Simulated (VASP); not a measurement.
# TiAl3Ni2 (P-3m1) in VASP: vibrations by perturbation theory with PBE

Aim: the vibrations by perturbation theory of TiAl3Ni2 with PBE.

Everything below comes from runs of VASP 6.6.1. Logs are shortened: lines on timing, memory, paths and dates and some standing lists are left out, and cuts for length are marked.

## Step 1: The cell of the first run

Symmetry: P-3m1, No. 164, trigonal system. The conventional cell has a = 4.185 Å, b = 4.185 Å, c = 5.433 Å, α = 90.00°, β = 90.00°, γ = 120.00°. Ti (site symmetry -3m) has 8 Al at 2.72 to 2.76 Å and 6 Ni at 2.79 Å within 3.6 Å. Within 3.2 Å of Al (site symmetry 3m) lie 5 Ni at 2.42 to 2.72 Å and 3 Ti at 2.76 Å and 3 Al at 2.79 Å. Al (site symmetry -3m) has 2 Ti at 2.72 Å and 6 Ni at 2.76 Å and 6 Al at 2.79 Å within 3.6 Å. Within 3.2 Å of Ni (site symmetry 3m) lie 8 Al at 2.42 to 2.76 Å and 3 Ti at 2.79 Å.

## Step 2: Vibrations by perturbation theory, PBE

Input file INCAR:

```
PREC = Accurate ; ENCUT = 600
EDIFF = 1E-8 ; ISMEAR = -1
SIGMA = 0.15 ; LREAL = False
LASPH = True ; NELM = 120
ALGO = Normal ; ISIF = 2
LWAVE = False ; LCHARG = False
GGA = PE ; IBRION = 8
NSW = 1 ; GGA_COMPAT = False
KPAR = 4
```

Input file KPOINTS:

```
regular mesh
0
Gamma
  12 12 8
```

Input file POSCAR:

```
TiAl3Ni2
1.0
    4.1852156649      0.0000000289      0.0000000000
   -2.0926078575      3.6245030716      0.0000000000
    0.0000000000      0.0000000000      5.4327645858
Ti Al Ni
1 3 2
Direct
    0.0000000000      0.0000000000      0.5000000000
    0.3333333333      0.6666666667      0.2554659533
    0.6666666667      0.3333333333      0.7445340467
    0.0000000000      0.0000000000      0.0000000000
    0.3333333333      0.6666666667      0.7554491033
    0.6666666667      0.3333333333      0.2445508967
```

Potentials or basis: VASP PAW PBE potentials, release 64 (Ti_sv, Al, Ni).

Started as:

```
cat potpaw_PBE.64/Ti_sv/POTCAR potpaw_PBE.64/Al/POTCAR potpaw_PBE.64/Ni/POTCAR > POTCAR
mpirun -np 4 vasp_std > vasp.out
```

OUTCAR:

```text
PREC = Accurate
   ENCUT = 600
   EDIFF = 1E-8
   ISMEAR = -1
   LREAL = False
   LASPH = True
   NELM = 120
   ISIF = 2
   GGA = PE
   IBRION = 8
   NSW = 1

 ion  position               nearest neighbor table
   1  0.000  0.000  0.500-   4 2.72   4 2.72   2 2.76   3 2.76   2 2.76   3 2.76   3 2.76   2 2.76
                             6 2.79   5 2.79   6 2.79   5 2.79   6 2.79   5 2.79
   2  0.333  0.667  0.255-   6 2.42   6 2.42   6 2.42   5 2.72   5 2.72   1 2.76   1 2.76   1 2.76
                             4 2.79   4 2.79   4 2.79
   3  0.667  0.333  0.745-   5 2.42   5 2.42   5 2.42   6 2.72   6 2.72   1 2.76   1 2.76   1 2.76
                             4 2.79   4 2.79   4 2.79
   4  0.000  0.000  0.000-   1 2.72   1 2.72   6 2.76   5 2.76   5 2.76   6 2.76   6 2.76   5 2.76
                             3 2.79   2 2.79   2 2.79   3 2.79   2 2.79   3 2.79
   5  0.333  0.667  0.755-   3 2.42   3 2.42   3 2.42   2 2.72   2 2.72   4 2.76   4 2.76   4 2.76
                             1 2.79   1 2.79   1 2.79
   6  0.667  0.333  0.245-   2 2.42   2 2.42   2 2.42   3 2.72   3 2.72   4 2.76   4 2.76   4 2.76
                             1 2.79   1 2.79   1 2.79

  LATTYP: Found a hexagonal cell.
 ALAT       =     4.1852156649
 C/A-ratio  =     1.2980847394

  Lattice vectors:

 A1 = (   4.1852156649,   0.0000000289,   0.0000000000)
 A2 = (  -2.0926078575,   3.6245030716,   0.0000000000)
 A3 = (   0.0000000000,   0.0000000000,   5.4327645858)

Analysis of symmetry for initial positions (statically):
=====================================================================
 Subroutine PRICEL returns:
 Original cell was already a primitive cell.

 Routine SETGRP: Setting up the symmetry group for a
 hexagonal supercell.

 Subroutine GETGRP returns: Found 12 space group operations
 (whereof 12 operations were pure point group operations)
 out of a pool of 24 trial point group operations.

The static configuration has the point symmetry D_3d.

Analysis of symmetry for dynamics (positions and initial velocities):
=====================================================================
 Subroutine PRICEL returns:
 Original cell was already a primitive cell.

 Routine SETGRP: Setting up the symmetry group for a
 hexagonal supercell.

 Subroutine GETGRP returns: Found 12 space group operations
 (whereof 12 operations were pure point group operations)
 out of a pool of 24 trial point group operations.

The dynamic configuration has the point symmetry D_3d.

 Subroutine INISYM returns: Found 12 space group operations
 (whereof 12 operations are pure point group operations),
 and found     1 'primitive' translations

----------------------------------------------------------------------------------------

                                     Primitive cell

  volume of cell :      82.4114

  direct lattice vectors                    reciprocal lattice vectors
     4.185215665  0.000000029  0.000000000     0.238936312  0.137949946  0.000000000
    -2.092607858  3.624503072  0.000000000    -0.000000002  0.275899889  0.000000000
     0.000000000  0.000000000  5.432764586     0.000000000  0.000000000  0.184068348

  length of vectors
[... 151 lines left out ...]
      3     -24.1560      2.00000
      4     -24.0547      2.00000
      5      -1.1590      2.00000
      6       3.1920      2.00000
[... 637 lines left out ...]
     23      10.4515      0.00016
     24      10.8388      0.00001

 [... further k-points ...]

------------------------ aborting loop because EDIFF is reached ----------------------------------------

  FORCE on cell =-STRESS in cart. coord.  units (eV):
  Direction    XX          YY          ZZ          XY          YZ          ZX
  --------------------------------------------------------------------------------------
  -------------------------------------------------------------------------------------
  Total        0.0189424      0.0189424     -0.0136793     -0.0000000     -0.0000000      0.0000000
  in kB        0.3682624      0.3682624     -0.2659424     -0.0000000     -0.0000000      0.0000000
  external PRESSURE =       0.1568608 kB  Pullay stress =       0.0000000 kB

 VOLUME and BASIS-vectors are now :
 -----------------------------------------------------------------------------
  energy-cutoff  :      600.00
  volume of cell :       82.41
      direct lattice vectors                 reciprocal lattice vectors
     4.185215665  0.000000029  0.000000000     0.238936312  0.137949946  0.000000000
    -2.092607858  3.624503072  0.000000000    -0.000000002  0.275899889  0.000000000
     0.000000000  0.000000000  5.432764586     0.000000000  0.000000000  0.184068348

 POSITION                                       TOTAL-FORCE (eV/Angst)
 -----------------------------------------------------------------------------------
      0.00000      0.00000      2.71638         0.000000     -0.000000      0.000000
     -0.00000      2.41634      1.38789         0.000000      0.000000      0.009069
      2.09261      1.20817      4.04488        -0.000000      0.000000     -0.009069
      0.00000      0.00000      0.00000         0.000000     -0.000000      0.000000
     -0.00000      2.41634      4.10418         0.000000     -0.000000      0.005429
      2.09261      1.20817      1.32859         0.000000      0.000000     -0.005429
 -----------------------------------------------------------------------------------
    total drift:                                0.000000     -0.000000     -0.000000

  FREE ENERGIE OF THE ION-ELECTRON SYSTEM (eV)
  ---------------------------------------------------
  free  energy   TOTEN  =       -33.1903673165 eV

  energy  without entropy=      -32.9411131524  energy(sigma->0) =      -33.06574023

[... ionic steps 2 to 15 ...]

--------------------------------------- Ionic step       16  -------------------------------------------

------------------------ aborting loop because EDIFF is reached ----------------------------------------

[... ionic steps 17 to 17 ...]

--------------------------------------- Ionic step       18  -------------------------------------------

 Free energy of the ion-electron system (eV)
  ---------------------------------------------------
  ---------------------------------------------------
  free energy    TOTEN  =        -0.19144950 eV

  energy without entropy =       -0.19142020

------------------------ aborting loop because EDIFF is reached ----------------------------------------

 INTERNAL STRAIN TENSOR  FOR ION    5  DIRECTION 3   (eV/Angst):
 -----------------------------------------------------------------------------
    -1.58602  0.00000  0.00000
     0.00000 -1.58602 -0.00000
    -0.00000 -0.00000 -0.35880

 INTERNAL STRAIN TENSOR FOR ION    6 for displacements in x,y,z  (eV/Angst):
          X           Y           Z          XY          YZ          ZX
  --------------------------------------------------------------------------------
  x    -0.00000     0.00000     0.00000     5.29053    -0.00000     2.00199
  y     5.29053    -5.29053    -0.00000     0.00000     2.12457    -0.00000
  z     1.58602     1.58602     0.35880    -0.00000    -0.00000    -0.00000

 SECOND DERIVATIVES (NOT SYMMETRIZED)
 ------------------------------------
               1X          1Y          1Z          2X          2Y          2Z          3X          3Y          3Z          4X          4Y          4Z          5X          5Y          5Z          6X          6Y          6Z
  1X    -8.127694    0.000000    0.000000    3.158608   -0.000000    0.000000    3.158608   -0.000000    0.000000    0.485570   -0.000000    0.000000    0.662454   -0.000000    0.000000    0.662454   -0.000000    0.000000
  1Y     0.000000   -8.127694    0.000000   -0.000000    3.158608    0.000000   -0.000000    3.158608    0.000000   -0.000000    0.485570    0.000000   -0.000000    0.662454    0.000000   -0.000000    0.662454    0.000000
  1Z    -0.000000    0.000000  -13.665774    0.000000   -0.000000    2.254427    0.000000   -0.000000    2.254427   -0.000000    0.000000    6.831560   -0.000000    0.000000    1.162680   -0.000000    0.000000    1.162680
  2X     3.161361   -0.000000   -0.000000  -10.434287    0.000000   -0.000000    0.015322   -0.000000   -0.000000    1.917196   -0.000000    0.000000   -0.095943    0.000000   -0.000000    5.436351   -0.000000    0.000000
  2Y    -0.000000    3.161361    0.000000    0.000000  -10.434287    0.000000   -0.000000    0.015322    0.000000   -0.000000    1.917196    0.000000    0.000000   -0.095943   -0.000000   -0.000000    5.436351   -0.000000
  2Z    -0.000000    0.000000    2.248997    0.000000    0.000000   -3.861452    0.000000   -0.000000    0.124028   -0.000000    0.000000    1.236979   -0.000000    0.000000    0.861118    0.000000   -0.000000   -0.609669
  3X     3.161361   -0.000000   -0.000000    0.015322   -0.000000   -0.000000  -10.434287    0.000000   -0.000000    1.917196   -0.000000    0.000000    5.436351   -0.000000    0.000000   -0.095943    0.000000   -0.000000
  3Y    -0.000000    3.161361    0.000000   -0.000000    0.015322    0.000000    0.000000  -10.434287    0.000000   -0.000000    1.917196    0.000000   -0.000000    5.436351   -0.000000    0.000000   -0.095943   -0.000000
  3Z    -0.000000    0.000000    2.248997    0.000000   -0.000000    0.124028    0.000000    0.000000   -3.861452   -0.000000    0.000000    1.236979    0.000000   -0.000000   -0.609669   -0.000000    0.000000    0.861118
  4X     0.470575   -0.000000    0.000000    1.919288   -0.000000    0.000000    1.919288   -0.000000    0.000000   -5.202216    0.000000    0.000000    0.446532   -0.000000    0.000000    0.446532   -0.000000    0.000000
  4Y    -0.000000    0.470575    0.000000   -0.000000    1.919288    0.000000   -0.000000    1.919288    0.000000    0.000000   -5.202216    0.000000   -0.000000    0.446532    0.000000   -0.000000    0.446532    0.000000
  4Z     0.000000   -0.000000    6.826645   -0.000000    0.000000    1.237963   -0.000000    0.000000    1.237963    0.000000   -0.000000   -9.823709    0.000000   -0.000000    0.260569    0.000000   -0.000000    0.260569
  5X     0.656198   -0.000000   -0.000000   -0.084177    0.000000    0.000000    5.438781   -0.000000    0.000000    0.446427   -0.000000    0.000000   -6.470685    0.000000    0.000000    0.013456   -0.000000   -0.000000
  5Y    -0.000000    0.656198    0.000000    0.000000   -0.084177    0.000000   -0.000000    5.438781    0.000000   -0.000000    0.446427    0.000000    0.000000   -6.470685    0.000000   -0.000000    0.013456    0.000000
  5Z    -0.000000    0.000000    1.142099   -0.000000    0.000000    0.857639    0.000000   -0.000000   -0.611934   -0.000000    0.000000    0.256984   -0.000000    0.000000   -2.488790   -0.000000    0.000000    0.844002
  6X     0.656198   -0.000000   -0.000000    5.438781   -0.000000    0.000000   -0.084177    0.000000    0.000000    0.446427   -0.000000    0.000000    0.013456   -0.000000   -0.000000   -6.470685    0.000000    0.000000
  6Y    -0.000000    0.656198    0.000000   -0.000000    5.438781    0.000000    0.000000   -0.084177    0.000000   -0.000000    0.446427    0.000000   -0.000000    0.013456    0.000000    0.000000   -6.470685    0.000000
  6Z    -0.000000    0.000000    1.142099    0.000000   -0.000000   -0.611934   -0.000000    0.000000    0.857639   -0.000000    0.000000    0.256984   -0.000000    0.000000    0.844002   -0.000000    0.000000   -2.488790

 Eigenvectors and eigenvalues of the dynamical matrix
 ----------------------------------------------------

   1 f  =   11.264550 THz    70.777256 2PiTHz  375.744945 cm-1    46.586415 meV
             X         Y         Z           dx          dy          dz
      0.000000  0.000000  2.716382     0.000000    0.000000   -0.636121
     -0.000000  2.416335  1.387886    -0.000000   -0.000000    0.011502
      2.092608  1.208168  4.044878    -0.000000   -0.000000    0.011502
      0.000000  0.000000  0.000000     0.000000    0.000000    0.771007
     -0.000000  2.416335  4.104177     0.000000    0.000000    0.017800
      2.092608  1.208168  1.328587    -0.000000    0.000000    0.017800
[... 145 lines left out ...]
  18 f/i=    0.016528 THz     0.103846 2PiTHz    0.551301 cm-1     0.068353 meV
             X         Y         Z           dx          dy          dz
      0.000000  0.000000  2.716382     0.000000   -0.000000   -0.438944
     -0.000000  2.416335  1.387886     0.000000   -0.000000   -0.329787
      2.092608  1.208168  4.044878     0.000000   -0.000000   -0.329787
      0.000000  0.000000  0.000000     0.000000   -0.000000   -0.329664
     -0.000000  2.416335  4.104177     0.000000   -0.000000   -0.490474
      2.092608  1.208168  1.328587     0.000000   -0.000000   -0.490474

--------------------------------------------------------------------------------------------------------

 ELASTIC MODULI CONTR FROM IONIC RELAXATION (kBar)
 Direction    XX          YY          ZZ          XY          YZ          ZX
 --------------------------------------------------------------------------------
 XX        -294.4770    231.0381     -7.1971      0.0000   -165.8414      0.0000
 YY         231.0381   -294.4770     -7.1971      0.0000    165.8414     -0.0000
 ZZ          -7.1971     -7.1971     -1.6332      0.0000     -0.0000     -0.0000
 XY           0.0000      0.0000      0.0000   -262.7576     -0.0000   -158.3469
 YZ        -165.8414    165.8414     -0.0000     -0.0000   -129.1612      0.0000
 ZX           0.0000     -0.0000     -0.0000   -158.3469      0.0000   -118.7859
 --------------------------------------------------------------------------------
```

Run time: 43 min. Hardware: 4 MPI ranks of Intel Xeon 6975P-C (Granite Rapids), shared host; peak memory 2.7 GiB.

What came out:

- Highest phonon frequency at Γ: 376 cm⁻¹

Phonon frequencies in cm⁻¹ (negative: imaginary):
```tsv
q point	frequencies
(0.000, 0.000, 0.000)	-1 0 0 109 118 120 120 208 208 209 232 232 258 348 348 369 369 376
```

Spin polarisation is off, so any magnetic state and its effect on volume and gap are missing.
